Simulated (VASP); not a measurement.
# Cd2S (P4mm) in VASP: notebook

Cd2S is run at these levels: PBE; tasks: single point, relaxation of cell and atoms.

Everything below comes from runs of VASP 6.6.1. Logs are shortened: lines on timing, memory, paths and dates and some standing lists are left out, and cuts for length are marked.

**1. The cell of the first run**

Symmetry: P4mm, No. 99, tetragonal system. The conventional cell has a = 4.620 Å, b = 4.620 Å, c = 4.076 Å, α = 90.00°, β = 90.00°, γ = 90.00°. Cd (site symmetry 2mm) has 2 S at 2.32 Å within 3.1 Å. S (site symmetry 4mm) has 4 Cd at 2.32 Å within 3.1 Å.

**2. Single point, PBE**

INCAR reads:

```
  PREC = Accurate
  ENCUT = 520
  EDIFF = 1E-6
  ISMEAR = 0
  SIGMA = 0.1
  LREAL = F
  LASPH = T
  NELM = 60
  ALGO = Normal
  ISIF = 2
  LWAVE = F
  LCHARG = F
  GGA = PE
  NBANDS = 22
```

KPOINTS reads:

```
Automatic mesh
0
Gamma
  4 4 4
```

POSCAR reads:

```
Cd2S
1.0
    4.6196439800      0.0000000000      0.0000000000
    0.0000000000      4.6196439800      0.0000000000
    0.0000000000      0.0000000000      4.0756928800
Cd S
2 1
Direct
    0.0000000000      0.5000000000      0.3361224400
    0.5000000000      0.0000000000      0.3361224400
    0.0000000000      0.0000000000      0.2837301900
```

Potentials or basis: VASP PAW PBE potentials, release 64 (Cd, S).

Launch:

```sh
> cat potpaw_PBE.64/Cd/POTCAR potpaw_PBE.64/S/POTCAR > POTCAR
> mpirun -np 1 vasp_std > vasp.out
```

OUTCAR:

```text
PREC = Accurate
   ENCUT = 520
   EDIFF = 1E-6
   ISMEAR = 0
   LREAL = F
   LASPH = T
   NELM = 60
   ISIF = 2
   GGA = PE

 ion  position               nearest neighbor table
   1  0.000  0.500  0.336-   3 2.32   3 2.32   2 3.27   2 3.27   2 3.27   2 3.27
   2  0.500  0.000  0.336-   3 2.32   3 2.32   1 3.27   1 3.27   1 3.27   1 3.27
   3  0.000  0.000  0.284-   1 2.32   2 2.32   1 2.32   2 2.32

  LATTYP: Found a simple tetragonal cell.
 ALAT       =     4.6196439800
 C/A-ratio  =     0.8822525930

  Lattice vectors:

 A1 = (   4.6196439800,   0.0000000000,   0.0000000000)
 A2 = (   0.0000000000,   4.6196439800,   0.0000000000)
 A3 = (   0.0000000000,   0.0000000000,   4.0756928800)

Analysis of symmetry for initial positions (statically):
=====================================================================
 Subroutine PRICEL returns:
 Original cell was already a primitive cell.

 Routine SETGRP: Setting up the symmetry group for a
 simple tetragonal supercell.

 Subroutine GETGRP returns: Found  8 space group operations
 (whereof  8 operations were pure point group operations)
 out of a pool of 16 trial point group operations.

The static configuration has the point symmetry C_4v.

Analysis of symmetry for dynamics (positions and initial velocities):
=====================================================================
 Subroutine PRICEL returns:
 Original cell was already a primitive cell.

 Routine SETGRP: Setting up the symmetry group for a
 simple tetragonal supercell.

 Subroutine GETGRP returns: Found  8 space group operations
 (whereof  8 operations were pure point group operations)
 out of a pool of 16 trial point group operations.

The dynamic configuration has the point symmetry C_4v.

 Subroutine INISYM returns: Found  8 space group operations
 (whereof  8 operations are pure point group operations),
 and found     1 'primitive' translations

----------------------------------------------------------------------------------------

                                     Primitive cell

  volume of cell :      86.9798

  direct lattice vectors                    reciprocal lattice vectors
     4.619643980  0.000000000  0.000000000     0.216466898  0.000000000  0.000000000
[... 76 lines left out ...]
   LNONCOLLINEAR =      F non collinear calculations
   LSORBIT =      F    spin-orbit coupling
   LASPH  =      T    aspherical Exc in radial PAW
   ENCUT  =  520.0 eV  38.22 Ry    6.18 a.u.   8.59  8.59  7.58*2*pi/ulx,y,z
   NELM   =     60;   NELMIN=  2; NELMDL= -5     # of ELM steps
   EDIFF  = 0.1E-05   stopping-criterion for ELM
   LREAL  =      F    real-space projection
   EDIFFG = 0.1E-04   stopping-criterion for IOM
   NSW    =      0    number of steps for IOM
   IBRION =     -1    ionic relax: 0-MD 1-quasi-New 2-CG
   NFREE  =      0    steps in history (QN), initial steepest desc. (CG)
   ISIF   =      2    stress and relaxation
   ISYM   =      2    0-nonsym 1-usesym 2-fastsym
   POTIM  = 0.5000    time-step for ionic-motion
   TEBEG  =    0.0;   TEEND  =   0.0 temperature during run
   PSTRESS=    0.0 pullay stress
   NELECT =      30.0000    total number of electrons
   NUPDOWN=      -1.0000    fix difference up-down
   EMIN   =  10.00;   EMAX   =-10.00  energy-range for DOS
   EFERMI =   0.00;   METHOD = LEGACY
   ISMEAR =     0;   SIGMA  =   0.10  broadening in eV -4-tet -1-fermi 0-gaus
   EFERMI_NEDOS =   21; number of points for ismear=-14 and -15
   IALGO  =     38    algorithm
   IMIX   =      4    mixing-type and parameters
     AMIX     =   0.40;   BMIX     =  1.00
     AMIX_MAG =   1.60;   BMIX_MAG =  1.00
  volume/ion in A,a.u.               =      28.99       195.66
  Fermi-wavevector in a.u.,A,eV,Ry     =   1.148090  2.169575 17.933970  1.318110
  Thomas-Fermi vector in A             =   2.284766
   LORBIT       =      0    0 simple, 1 ext, 2 COOP (PROOUT), +10 PAW based schemes
   GGA     = PE    functional components
   LHFCALC =     F    Hartree Fock is set to
   AEXX    =    0.0000 exact exchange contribution
   IVDW    =     0    specifies the selected vdW correction
   LEPSILON=     F    determine dielectric tensor
   LRPA    =     F    only Hartree local field effects (RPA)
 non-spin polarized calculation
 Gauss-broadening in eV      SIGMA  =   0.10
  energy-cutoff  :      520.00
  volume of cell :       86.98
 maximum number of plane-waves:      2391
 NGX is ok and might be reduce to    36
   NGX = 17   NGY = 17   NGZ = 15

 number of electron      29.9999981 magnetization

 Free energy of the ion-electron system (eV)
  ---------------------------------------------------
  ext. energy  EPLUGINS =         0.00000000
  ---------------------------------------------------
  free energy    TOTEN  =        -3.68985753 eV

  energy without entropy =       -3.68577086  energy(sigma->0) =       -3.68781420

 E-fermi :   2.2157     XC(G=0):  -8.7067

 val. band max:        2.1186683978   @ k =   0.5000   0.2500   0.5000
 cond. band min:       2.5445190434   @ k =   0.2500   0.0000   0.0000
 fundamental gap:      0.4258506457
 Fermi energy:         2.2157437556

 k-point     1 :       0.0000    0.0000    0.0000
  band No.  band energies     occupation
      1     -13.7429      2.00000
      2      -8.0113      2.00000
      3      -7.6099      2.00000
      4      -7.5302      2.00000
      5      -7.5302      2.00000
      6      -7.5032      2.00000
[... 439 lines left out ...]
     21       8.8448      0.00000
     22       9.0043      0.00000

------------------------ aborting loop because EDIFF is reached ----------------------------------------

  FORCE on cell =-STRESS in cart. coord.  units (eV):
  Direction    XX          YY          ZZ          XY          YZ          ZX
  --------------------------------------------------------------------------------------
  -------------------------------------------------------------------------------------
  Total       10.6083111     10.6083111     -0.2092214      0.0000000      0.0000000      0.0000000
  in kB      195.4062113    195.4062113     -3.8538809      0.0000000      0.0000000      0.0000000
  external PRESSURE =     128.9861806 kB  Pullay stress =       0.0000000 kB

 VOLUME and BASIS-vectors are now :
 -----------------------------------------------------------------------------
  energy-cutoff  :      520.00
  volume of cell :       86.98
      direct lattice vectors                 reciprocal lattice vectors
     4.619643980  0.000000000  0.000000000     0.216466898  0.000000000  0.000000000
     0.000000000  4.619643980  0.000000000     0.000000000  0.216466898  0.000000000
     0.000000000  0.000000000  4.075692880     0.000000000  0.000000000  0.245357054

 POSITION                                       TOTAL-FORCE (eV/Angst)
 -----------------------------------------------------------------------------------
      0.00000      2.30982      1.36993         0.000000     -0.000000      0.424295
      2.30982      0.00000      1.36993         0.000000      0.000000      0.424295
      0.00000      0.00000      1.15640         0.000000      0.000000     -0.848590
 -----------------------------------------------------------------------------------
    total drift:                                0.000000      0.000000      0.001581

  FREE ENERGIE OF THE ION-ELECTRON SYSTEM (eV)
  ---------------------------------------------------
  free  energy   TOTEN  =        -3.6898575326 eV

  energy  without entropy=       -3.6857708575  energy(sigma->0) =       -3.68781420
```

OSZICAR:

```text
N       E                     dE             d eps       ncg     rms          rms(c)
DAV:   1     0.204287631023E+03    0.20429E+03   -0.14822E+04   792   0.125E+03
DAV:   2     0.416280778824E+01   -0.20012E+03   -0.19180E+03   864   0.321E+02
DAV:   3    -0.427065209056E+01   -0.84335E+01   -0.83883E+01   974   0.682E+01
DAV:   4    -0.434586909965E+01   -0.75217E-01   -0.75183E-01   846   0.604E+00
DAV:   5    -0.434715422635E+01   -0.12851E-02   -0.12851E-02   984   0.742E-01    0.189E+01
DAV:   6    -0.370229570445E+01    0.64486E+00   -0.14095E+00  1030   0.120E+01    0.120E+01
DAV:   7    -0.370288722042E+01   -0.59152E-03   -0.52307E-01   876   0.402E+00    0.240E+00
DAV:   8    -0.368958806691E+01    0.13299E-01   -0.89313E-02   896   0.268E+00    0.957E-01
DAV:   9    -0.368968882700E+01   -0.10076E-03   -0.99399E-03   870   0.880E-01    0.171E-01
DAV:  10    -0.368978258726E+01   -0.93760E-04   -0.46467E-04   924   0.206E-01    0.955E-02
DAV:  11    -0.368984264856E+01   -0.60061E-04   -0.65048E-05   894   0.688E-02    0.220E-02
DAV:  12    -0.368985635708E+01   -0.13709E-04   -0.12135E-05   882   0.234E-02    0.133E-02
DAV:  13    -0.368985759965E+01   -0.12426E-05   -0.16211E-06   750   0.684E-03    0.209E-03
DAV:  14    -0.368985753264E+01    0.67007E-07   -0.19195E-07   558   0.316E-03
   1 F= -.36898575E+01 E0= -.36878142E+01  d E =-.408668E-02
```

Wall time 38 s (1 thread of AMD EPYC 7R13, shared host); peak memory 0.16 GiB.

Results:

* Free energy: -3.6899 eV
* Pressure: 12.9 GPa
* Largest force: 0.849 eV/Å
* Band gap on the k mesh: zero (band 15 reaches 2.67 eV, above the bottom of band 16 at 1.54 eV)

Forces on the atoms (eV/Å):
```
Cd   0.000  0.000  0.424
Cd   0.000  0.000  0.424
S    0.000  0.000 -0.849
```

Caveat: the k points lie up to 0.39 Å⁻¹ apart.

**3. Relaxation of cell and atoms, PBE**

INCAR reads:

```
SYSTEM = Cd2S
PREC = Accurate ; ENCUT = 600
EDIFF = 1E-6 ; ISMEAR = 0
SIGMA = 0.1 ; LREAL = .False.
LASPH = .True. ; NELM = 60
ALGO = Normal ; ISIF = 3
LWAVE = .False. ; LCHARG = .False.
GGA = PE ; IBRION = 2
NSW = 90 ; EDIFFG = -0.04
```

KPOINTS reads:

```
Automatic mesh
0
Gamma
  4 4 4
  0 0 0
```

POSCAR is that of step 2.

Potentials or basis: VASP PAW PBE potentials, release 64 (Cd, S).

Launch:

```sh
> cat potpaw_PBE.64/Cd/POTCAR potpaw_PBE.64/S/POTCAR > POTCAR
> mpirun -np 1 vasp_std > vasp.out
```

OUTCAR:

```text
SYSTEM = Cd2S
   PREC = Accurate
   ENCUT = 600
   EDIFF = 1E-6
   ISMEAR = 0
   LREAL = .False.
   LASPH = .True.
   NELM = 60
   ISIF = 3
   GGA = PE
   IBRION = 2
   NSW = 90
   EDIFFG = -0.04

 ion  position               nearest neighbor table
   1  0.000  0.500  0.336-   3 2.32   3 2.32   2 3.27   2 3.27   2 3.27   2 3.27
   2  0.500  0.000  0.336-   3 2.32   3 2.32   1 3.27   1 3.27   1 3.27   1 3.27
   3  0.000  0.000  0.284-   1 2.32   2 2.32   1 2.32   2 2.32

  LATTYP: Found a simple tetragonal cell.
 ALAT       =     4.6196439800
 C/A-ratio  =     0.8822525930

  Lattice vectors:

 A1 = (   4.6196439800,   0.0000000000,   0.0000000000)
 A2 = (   0.0000000000,   4.6196439800,   0.0000000000)
 A3 = (   0.0000000000,   0.0000000000,   4.0756928800)

Analysis of symmetry for initial positions (statically):
=====================================================================
 Subroutine PRICEL returns:
 Original cell was already a primitive cell.

 Routine SETGRP: Setting up the symmetry group for a
 simple tetragonal supercell.

 Subroutine GETGRP returns: Found  8 space group operations
 (whereof  8 operations were pure point group operations)
 out of a pool of 16 trial point group operations.

The static configuration has the point symmetry C_4v.

Analysis of symmetry for dynamics (positions and initial velocities):
=====================================================================
 Subroutine PRICEL returns:
 Original cell was already a primitive cell.

 Routine SETGRP: Setting up the symmetry group for a
 simple tetragonal supercell.

 Subroutine GETGRP returns: Found  8 space group operations
 (whereof  8 operations were pure point group operations)
 out of a pool of 16 trial point group operations.

The dynamic configuration has the point symmetry C_4v.

 Subroutine INISYM returns: Found  8 space group operations
 (whereof  8 operations are pure point group operations),
 and found     1 'primitive' translations
[... 112 lines left out ...]
  Fermi-wavevector in a.u.,A,eV,Ry     =   1.148090  2.169575 17.933970  1.318110
  Thomas-Fermi vector in A             =   2.284766
   LORBIT       =      0    0 simple, 1 ext, 2 COOP (PROOUT), +10 PAW based schemes
   GGA     = PE    functional components
   LHFCALC =     F    Hartree Fock is set to
   AEXX    =    0.0000 exact exchange contribution
   IVDW    =     0    specifies the selected vdW correction
   LEPSILON=     F    determine dielectric tensor
   LRPA    =     F    only Hartree local field effects (RPA)
 conjugate gradient relaxation of ions
 non-spin polarized calculation
 Gauss-broadening in eV      SIGMA  =   0.10
  energy-cutoff  :      600.00
  volume of cell :       86.98
 maximum number of plane-waves:      2936
 NGX is ok and might be reduce to    40
   NGX = 19   NGY = 19   NGZ = 17

--------------------------------------- Ionic step        1  -------------------------------------------

 number of electron      30.0000002 magnetization

 Free energy of the ion-electron system (eV)
  ---------------------------------------------------
  ext. energy  EPLUGINS =         0.00000000
  ---------------------------------------------------
  free energy    TOTEN  =        -3.68960017 eV

  energy without entropy =       -3.68551347  energy(sigma->0) =       -3.68755682

------------------------ aborting loop because EDIFF is reached ----------------------------------------

  FORCE on cell =-STRESS in cart. coord.  units (eV):
  Direction    XX          YY          ZZ          XY          YZ          ZX
  --------------------------------------------------------------------------------------
  -------------------------------------------------------------------------------------
  Total       10.5823006     10.5823006     -0.2330208      0.0000000      0.0000000      0.0000000
  in kB      194.9270957    194.9270957     -4.2922677      0.0000000      0.0000000      0.0000000
  external PRESSURE =     128.5206412 kB  Pullay stress =       0.0000000 kB
[... 92 lines left out ...]
  FREE ENERGIE OF THE ION-ELECTRON SYSTEM (eV)
  ---------------------------------------------------
  free  energy   TOTEN  =        -4.7631829960 eV

  energy  without entropy=       -4.7484237073  energy(sigma->0) =       -4.75580335

[... ionic steps 4 to 12 ...]

--------------------------------------- Ionic step       13  -------------------------------------------

 number of electron      30.0000012 magnetization

------------------------ aborting loop because EDIFF is reached ----------------------------------------
[... 69 lines left out ...]
--------------------------------------- Ionic step       15  -------------------------------------------

 number of electron      30.0000013 magnetization

 Free energy of the ion-electron system (eV)
  ---------------------------------------------------
  ext. energy  EPLUGINS =         0.00000000
  ---------------------------------------------------
  free energy    TOTEN  =        -4.80233250 eV

  energy without entropy =       -4.78689755  energy(sigma->0) =       -4.79461502

 E-fermi :   0.9453     XC(G=0):  -8.0902

 val. band max:        0.7790815910   @ k =   0.5000   0.2500   0.0000
 cond. band min:       0.9686524437   @ k =   0.2500   0.0000   0.2500
 fundamental gap:      0.1895708527
 Fermi energy:         0.9453251827

 k-point     1 :       0.0000    0.0000    0.0000
  band No.  band energies     occupation
      1     -12.4935      2.00000
      2      -8.0830      2.00000
      3      -8.0386      2.00000
      4      -7.9509      2.00000
      5      -7.8400      2.00000
      6      -7.8400      2.00000
[... 415 lines left out ...]
  FREE ENERGIE OF THE ION-ELECTRON SYSTEM (eV)
  ---------------------------------------------------
  free  energy   TOTEN  =        -4.8023324967 eV

  energy  without entropy=       -4.7868975520  energy(sigma->0) =       -4.79461502

 reached required accuracy - stopping structural energy minimisation
```

It took 8.4 min on 1 thread of AMD EPYC 7R13, shared host; peak memory 0.22 GiB.

Results:

```
Free energy                            : -4.8023 eV
Relaxed volume                         : 34.13 Å³/atom
Relaxed cell                           : a = 5.222 Å, b = 5.222 Å, c = 3.755 Å, α = 90.00°, β = 90.00°, γ = 90.00°
Space group after relaxing (to 0.05 Å) : P4mm (No. 99)
Energy gained by relaxing              : 370.9 meV/atom
Ionic steps                            : 15
Pressure after relaxing                : 0.0 GPa
Largest force after relaxing           : 0.031 eV/Å
Band gap on the k mesh                 : zero (band 15 reaches 1.48 eV, above the bottom of band 16 at -0.43 eV)
```

Forces in eV/Å, atoms in the order of the input:
```
Cd   0.000  0.000 -0.016
Cd   0.000  0.000 -0.016
S    0.000  0.000  0.031
```

Step by step:
```
step  energy change (eV)  largest force (eV/Å)  pressure (GPa)  volume (Å³)
   1              0.0000                0.8481           12.85        86.98
   2             -1.0066                0.2859           -1.70       118.66
   3             -1.0736                0.1482            0.31       108.86
   4             -1.0764                0.1810           -0.27       110.83
   5             -1.0767                0.1728           -0.14       110.32
   6             -1.0806                0.1641           -0.15       109.86
   7             -1.0911                0.1388           -0.22       108.46
   8             -1.1059                0.0867           -0.34       105.64
   9             -1.0902                0.0069           -0.39        99.84
  10             -1.1086                0.0663           -0.39       104.15
  11             -1.1114                0.0432            0.18       101.79
  12             -1.1116                0.0471            0.08       102.19
  13             -1.1116                0.0469            0.07       102.23
  14             -1.1119                0.0431            0.07       102.27
  15             -1.1127                0.0311            0.04       102.39
```

Final structure:
```
Cd S
1.0
     5.22191    0.00000    0.00000
     0.00000    5.22191    0.00000
     0.00000    0.00000    3.75494
Cd S
2 1
Direct
  0.00000 0.50000 0.32332
  0.50000 0.00000 0.32332
  0.00000 0.00000 0.30934
```

Caveat: the k points lie up to 0.42 Å⁻¹ apart in the final cell; the volume moved by over 15 % at a fixed basis, so the end points are rough.
